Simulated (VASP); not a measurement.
Write the native input for VASP 6.6.1 that does the following.

| Item | Value |
| --- | --- |
| Task | equation of state |
| Functional | optB86b-vdW |
| Potentials or basis | VASP PAW PBE potentials, release 64 (Mo_sv) |
| Cutoff | 640 eV |
| k mesh | 23 × 23 × 23 |
| Occupations | methfessel-paxton, width 0.05 eV |
| Spin | no spin polarisation |
| Tolerance level | standard |
| Purpose | equation of state |
| Eos scales | [0.91, 0.94, 0.97, 1.0, 1.03, 1.06, 1.09] |
| Further INCAR settings | ALGO = Normal; EDIFF = 1e-07; NSW = 0 |

The structure of Mo lies in POSCAR.step2:

```
Mo
1.0
   -1.5514772677      1.5514772677      1.5514772677
    1.5514772677     -1.5514772677      1.5514772677
    1.5514772677      1.5514772677     -1.5514772677
Mo
1
Direct
    0.0000000000      0.0000000000      0.0000000000
```

The structure of Mo lies in POSCAR.step3:

```
Mo
1.0
   -1.5678098076      1.5678098076      1.5678098076
    1.5678098076     -1.5678098076      1.5678098076
    1.5678098076      1.5678098076     -1.5678098076
Mo
1
Direct
    0.0000000000      0.0000000000      0.0000000000
```

The structure of Mo lies in POSCAR.step4:

```
Mo
1.0
   -1.5838089719      1.5838089719      1.5838089719
    1.5838089719     -1.5838089719      1.5838089719
    1.5838089719      1.5838089719     -1.5838089719
Mo
1
Direct
    0.0000000000      0.0000000000      0.0000000000
```

The structure of Mo lies in POSCAR.step5:

```
Mo
1.0
   -1.5994912687      1.5994912687      1.5994912687
    1.5994912687     -1.5994912687      1.5994912687
    1.5994912687      1.5994912687     -1.5994912687
Mo
1
Direct
    0.0000000000      0.0000000000      0.0000000000
```

The structure of Mo lies in POSCAR.step6:

```
Mo
1.0
   -1.6148719360      1.6148719360      1.6148719360
    1.6148719360     -1.6148719360      1.6148719360
    1.6148719360      1.6148719360     -1.6148719360
Mo
1
Direct
    0.0000000000      0.0000000000      0.0000000000
```

The structure of Mo lies in POSCAR.step7:

```
Mo
1.0
   -1.6299650719      1.6299650719      1.6299650719
    1.6299650719     -1.6299650719      1.6299650719
    1.6299650719      1.6299650719     -1.6299650719
Mo
1
Direct
    0.0000000000      0.0000000000      0.0000000000
```

These files were run (other wordings do the same):

POSCAR.step1

```
Mo
1.0
   -1.5347934234      1.5347934234      1.5347934234
    1.5347934234     -1.5347934234      1.5347934234
    1.5347934234      1.5347934234     -1.5347934234
Mo
1
Direct
    0.0000000000      0.0000000000      0.0000000000
```

INCAR

```
GGA = MK
LUSE_VDW = True
AGGAC = 0.0
PARAM1 = 0.1234
PARAM2 = 1.0
ISMEAR = 1
SIGMA = 0.05
LWAVE = False
LCHARG = False
ISIF = 2
NSW = 0
PREC = Accurate
LASPH = True
LREAL = False
ALGO = Normal
EDIFF = 1E-7
NELM = 120
GGA_COMPAT = False
ENCUT = 640
```

KPOINTS

```
Automatic mesh
0
Gamma
  23 23 23
  0 0 0
```

Potentials or basis: VASP PAW PBE potentials, release 64 (Mo_sv).

The run is started by

```bash
$ cat potpaw_PBE.64/Mo_sv/POTCAR > POTCAR
$ cp POSCAR.step1 POSCAR
$ mpirun -np 1 vasp_std > vasp.out
$ cp POSCAR.step2 POSCAR
$ mpirun -np 1 vasp_std > vasp.out
$ cp POSCAR.step3 POSCAR
$ mpirun -np 1 vasp_std > vasp.out
$ cp POSCAR.step4 POSCAR
$ mpirun -np 1 vasp_std > vasp.out
$ cp POSCAR.step5 POSCAR
$ mpirun -np 1 vasp_std > vasp.out
$ cp POSCAR.step6 POSCAR
$ mpirun -np 1 vasp_std > vasp.out
$ cp POSCAR.step7 POSCAR
$ mpirun -np 1 vasp_std > vasp.out
```

It gave:

The equilibrium volume is 15.59 Å³/atom, the bulk modulus is 269 GPa and the pressure derivative of the bulk modulus is 4.1.

Caveat: the PAW data sets were made with another functional, which shifts forces and pressure a little.

Run time: 9.1 min on 1 thread of Intel(R) Xeon(R) Platinum 8375C CPU @ 2.90GHz (Ice Lake), with other jobs on the host, peak memory 0.34 GiB.
